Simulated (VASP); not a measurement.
# WS2 in VASP: single point with PBEsol

Aim: the single point of WS2 with PBEsol.

Program: VASP 6.6.1. These are calculated values, not measurements. Logs are shortened: lines on timing, memory, paths and dates and some standing lists are left out, and cuts for length are marked.

## Step 1: The cell of the first run

The cell holds a slab with vacuum, 6 atoms: a = 3.183 Å, b = 3.183 Å, c = 23.669 Å, α = 90.00°, β = 90.00°, γ = 120.00°.

## Step 2: Single point, PBEsol

Contents of INCAR:

```
SYSTEM = WS2
PREC = Accurate
ENCUT = 520
EDIFF = 1E-7
ISMEAR = 0
SIGMA = 0.05
LREAL = .FALSE.
LASPH = .TRUE.
NELM = 80
ALGO = Normal
ISIF = 2
LWAVE = .FALSE.
LCHARG = .FALSE.
GGA = PS
NBANDS = 35
```

Contents of KPOINTS:

```
Automatic mesh
0
G
  12 12 2
  0 0 0
```

Contents of POSCAR:

```
WS2
1.0
    3.1832085602      0.0000000000      0.0000000000
   -1.5916042801      2.7567394786      0.0000000000
    0.0000000000      0.0000000000     23.6687632500
W S
2 4
Direct
    0.3333333333      0.6666666667      0.6373175400
    0.6666666667      0.3333333333      0.3626824600
    0.3333333333      0.6666666667      0.2968161100
    0.6666666667      0.3333333333      0.5714418300
    0.3333333333      0.6666666667      0.4285581700
    0.6666666667      0.3333333333      0.7031838900
```

Potentials or basis: VASP PAW PBE potentials, release 64 (W_sv, S).

Run with:

```
cat potpaw_PBE.64/W_sv/POTCAR potpaw_PBE.64/S/POTCAR > POTCAR
mpirun -np 1 vasp_std > vasp.out
```

OUTCAR:

```text
SYSTEM = WS2
   PREC = Accurate
   ENCUT = 520
   EDIFF = 1E-7
   ISMEAR = 0
   LREAL = .FALSE.
   LASPH = .TRUE.
   NELM = 80
   ISIF = 2
   GGA = PS

 ion  position               nearest neighbor table
   1  0.333  0.667  0.637-   6 2.41   6 2.41   6 2.41   4 2.41   4 2.41   4 2.41
   2  0.667  0.333  0.363-   3 2.41   3 2.41   3 2.41   5 2.41   5 2.41   5 2.41
   3  0.333  0.667  0.297-   2 2.41   2 2.41   2 2.41
   4  0.667  0.333  0.571-   1 2.41   1 2.41   1 2.41
   5  0.333  0.667  0.429-   2 2.41   2 2.41   2 2.41
   6  0.667  0.333  0.703-   1 2.41   1 2.41   1 2.41

  LATTYP: Found a hexagonal cell.
 ALAT       =     3.1832085602
 C/A-ratio  =     7.4355050266

  Lattice vectors:

 A1 = (   3.1832085602,   0.0000000000,   0.0000000000)
 A2 = (  -1.5916042801,   2.7567394786,   0.0000000000)
 A3 = (   0.0000000000,   0.0000000000,  23.6687632500)

Analysis of symmetry for initial positions (statically):
=====================================================================
 Subroutine PRICEL returns:
 Original cell was already a primitive cell.

 Routine SETGRP: Setting up the symmetry group for a
 hexagonal supercell.

 Subroutine GETGRP returns: Found 12 space group operations
 (whereof 12 operations were pure point group operations)
 out of a pool of 24 trial point group operations.

The static configuration has the point symmetry D_3d.

Analysis of symmetry for dynamics (positions and initial velocities):
=====================================================================
 Subroutine PRICEL returns:
 Original cell was already a primitive cell.

 Routine SETGRP: Setting up the symmetry group for a
 hexagonal supercell.

 Subroutine GETGRP returns: Found 12 space group operations
 (whereof 12 operations were pure point group operations)
 out of a pool of 24 trial point group operations.

The dynamic configuration has the point symmetry D_3d.

 Subroutine INISYM returns: Found 12 space group operations
 (whereof 12 operations are pure point group operations),
 and found     1 'primitive' translations

----------------------------------------------------------------------------------------

                                     Primitive cell

  volume of cell :     207.6999

  direct lattice vectors                    reciprocal lattice vectors
     3.183208560  0.000000000  0.000000000     0.314148439  0.181373686  0.000000000
    -1.591604280  2.756739479  0.000000000     0.000000000  0.362747372  0.000000000
[... 98 lines left out ...]
   NFREE  =      0    steps in history (QN), initial steepest desc. (CG)
   ISIF   =      2    stress and relaxation
   ISYM   =      2    0-nonsym 1-usesym 2-fastsym
   POTIM  = 0.5000    time-step for ionic-motion
   TEBEG  =    0.0;   TEEND  =   0.0 temperature during run
   PSTRESS=    0.0 pullay stress
   NELECT =      52.0000    total number of electrons
   NUPDOWN=      -1.0000    fix difference up-down
   EMIN   =  10.00;   EMAX   =-10.00  energy-range for DOS
   EFERMI =   0.00;   METHOD = LEGACY
   ISMEAR =     0;   SIGMA  =   0.05  broadening in eV -4-tet -1-fermi 0-gaus
   EFERMI_NEDOS =   21; number of points for ismear=-14 and -15
   IALGO  =     38    algorithm
   IMIX   =      4    mixing-type and parameters
     AMIX     =   0.40;   BMIX     =  1.00
     AMIX_MAG =   1.60;   BMIX_MAG =  1.00
  volume/ion in A,a.u.               =      34.62       233.60
  Fermi-wavevector in a.u.,A,eV,Ry     =   1.031804  1.949827 14.485024  1.064619
  Thomas-Fermi vector in A             =   2.165970
   LORBIT       =      0    0 simple, 1 ext, 2 COOP (PROOUT), +10 PAW based schemes
   GGA     = PS    functional components
   LHFCALC =     F    Hartree Fock is set to
   AEXX    =    0.0000 exact exchange contribution
   IVDW    =     0    specifies the selected vdW correction
   LEPSILON=     F    determine dielectric tensor
   LRPA    =     F    only Hartree local field effects (RPA)
 non-spin polarized calculation
 Gauss-broadening in eV      SIGMA  =   0.05
  energy-cutoff  :      520.00
  volume of cell :      207.70
 maximum number of plane-waves:      5634
 NGX is ok and might be reduce to    24
   NGX = 11   NGY = 11   NGZ = 89

 number of electron      52.0000000 magnetization

 Free energy of the ion-electron system (eV)
  ---------------------------------------------------
  ext. energy  EPLUGINS =         0.00000000
  ---------------------------------------------------
  free energy    TOTEN  =       -50.49651156 eV

  energy without entropy =      -50.49651156  energy(sigma->0) =      -50.49651156

 E-fermi :   1.2358     XC(G=0):  -6.1820

 val. band max:        0.9705000129   @ k =   0.0000   0.0000   0.0000
 cond. band min:       2.4338820352   @ k =   0.3333   0.3333   0.0000
 fundamental gap:      1.4633820223
 Fermi energy:         1.2357512563

 k-point     1 :       0.0000    0.0000    0.0000
  band No.  band energies     occupation
      1     -73.3032      2.00000
      2     -73.3032      2.00000
      3     -37.5495      2.00000
      4     -37.5495      2.00000
      5     -37.3967      2.00000
      6     -37.3967      2.00000
[... 901 lines left out ...]
     34       5.2185      0.00000
     35       7.1661      0.00000

 [... further k-points ...]

------------------------ aborting loop because EDIFF is reached ----------------------------------------

  FORCE on cell =-STRESS in cart. coord.  units (eV):
  Direction    XX          YY          ZZ          XY          YZ          ZX
  --------------------------------------------------------------------------------------
  -------------------------------------------------------------------------------------
  Total       -2.4845696     -2.4845696     -0.6755134     -0.0000000     -0.0000000      0.0000000
  in kB      -19.1657302    -19.1657302     -5.2108454     -0.0000000     -0.0000000      0.0000000
  external PRESSURE =     -14.5141019 kB  Pullay stress =       0.0000000 kB

 VOLUME and BASIS-vectors are now :
 -----------------------------------------------------------------------------
  energy-cutoff  :      520.00
  volume of cell :      207.70
      direct lattice vectors                 reciprocal lattice vectors
     3.183208560  0.000000000  0.000000000     0.314148439  0.181373686  0.000000000
    -1.591604280  2.756739479  0.000000000     0.000000000  0.362747372  0.000000000
     0.000000000  0.000000000 23.668763250     0.000000000  0.000000000  0.042249778

 POSITION                                       TOTAL-FORCE (eV/Angst)
 -----------------------------------------------------------------------------------
     -0.00000      1.83783     15.08452         0.000000      0.000000      0.007258
      1.59160      0.91891      8.58425        -0.000000     -0.000000     -0.007258
     -0.00000      1.83783      7.02527         0.000000      0.000000      0.093256
      1.59160      0.91891     13.52532        -0.000000      0.000000      0.068295
     -0.00000      1.83783     10.14344        -0.000000     -0.000000     -0.068295
      1.59160      0.91891     16.64349         0.000000      0.000000     -0.093256
 -----------------------------------------------------------------------------------
    total drift:                                0.000000     -0.000000      0.000000

  FREE ENERGIE OF THE ION-ELECTRON SYSTEM (eV)
  ---------------------------------------------------
  free  energy   TOTEN  =       -50.4965115633 eV

  energy  without entropy=      -50.4965115633  energy(sigma->0) =      -50.49651156
```

OSZICAR:

```text
N       E                     dE             d eps       ncg     rms          rms(c)
DAV:   1     0.481150378433E+03    0.48115E+03   -0.27801E+04  3092   0.132E+03
DAV:   2    -0.184249348481E+02   -0.49958E+03   -0.48390E+03  3318   0.343E+02
DAV:   3    -0.520583855038E+02   -0.33633E+02   -0.33150E+02  3367   0.864E+01
[... 17 lines left out ...]
DAV:  21    -0.504965101712E+02   -0.93497E-05   -0.71269E-07  2576   0.166E-03    0.250E-03
DAV:  22    -0.504965109146E+02   -0.74348E-06   -0.22989E-08  2159   0.552E-04    0.141E-03
DAV:  23    -0.504965113396E+02   -0.42492E-06   -0.19124E-08  1969   0.473E-04    0.517E-04
DAV:  24    -0.504965115235E+02   -0.18398E-06   -0.66657E-09  1814   0.257E-04    0.105E-04
DAV:  25    -0.504965115633E+02   -0.39733E-07   -0.16666E-09  1642   0.132E-04
   1 F= -.50496512E+02 E0= -.50496512E+02  d E =-.117323E-15
```

stdout:

```text
POSCAR found type information on POSCAR W S
 POSCAR found :  2 types and       6 ions
 scaLAPACK will be used
 -----------------------------------------------------------------------------
|                                                                             |
|                                                                             |
|     You enforced a specific xc type in the INCAR file but a different       |
|     I HOPE YOU KNOW WHAT YOU ARE DOING!                                     |
|                                                                             |
 -----------------------------------------------------------------------------

 LDA part: xc-table for (Slater+PW92), standard interpolation
 POSCAR, INCAR and KPOINTS ok, starting setup
 FFT: planning ... GRIDC
 FFT: planning ... GRID_SOFT
 FFT: planning ... GRID
 WAVECAR not read
 entering main loop
```

Wall time 5.6 min (1 thread of Intel Xeon Platinum 8259CL at 2.50GHz (Skylake/Cascade Lake), shared host); peak memory 0.44 GiB.

What came out:

| Property | Result |
| --- | --- |
| Free energy | -50.4965 eV |
| Largest force | 0.093 eV/Å |
| Band gap on the k mesh | 1.46 eV (least direct gap 1.76 eV) |

Forces in eV/Å, atoms in the order of the input:
```
W    0.000  0.000  0.007
W    0.000  0.000 -0.007
S    0.000  0.000  0.093
S    0.000  0.000  0.068
S    0.000  0.000 -0.068
S    0.000  0.000 -0.093
```

Levels at points of the mesh, in eV from the valence-band top:
| k point | band 22 | band 23 | band 24 | band 25 | band 26 | band 27 | band 28 | band 29 | band 30 | band 31 |
| --- | --- | --- | --- | --- | --- | --- | --- | --- | --- | --- |
| (0.00, 0.00, 0.00) | -1.97 | -1.96 | -1.96 | -0.49 | 0.00 | 2.58 | 2.58 | 2.58 | 2.58 | 2.76 |
| (0.50, 0.00, 0.00) | -2.39 | -1.62 | -1.57 | -1.28 | -1.23 | 2.52 | 2.53 | 2.94 | 3.03 | 3.58 |
| (0.00, 0.00, 0.50) | -1.97 | -1.96 | -1.96 | -0.49 | 0.00 | 2.58 | 2.58 | 2.58 | 2.58 | 2.76 |
| (0.50, 0.00, 0.50) | -2.39 | -1.62 | -1.57 | -1.28 | -1.23 | 2.52 | 2.53 | 2.94 | 3.03 | 3.58 |

Caveat: there is no dipole correction, which matters where the two faces differ; the PAW data sets were made with another functional, which shifts forces and pressure a little; spin-orbit coupling is left out, which moves the levels of the heavy elements.
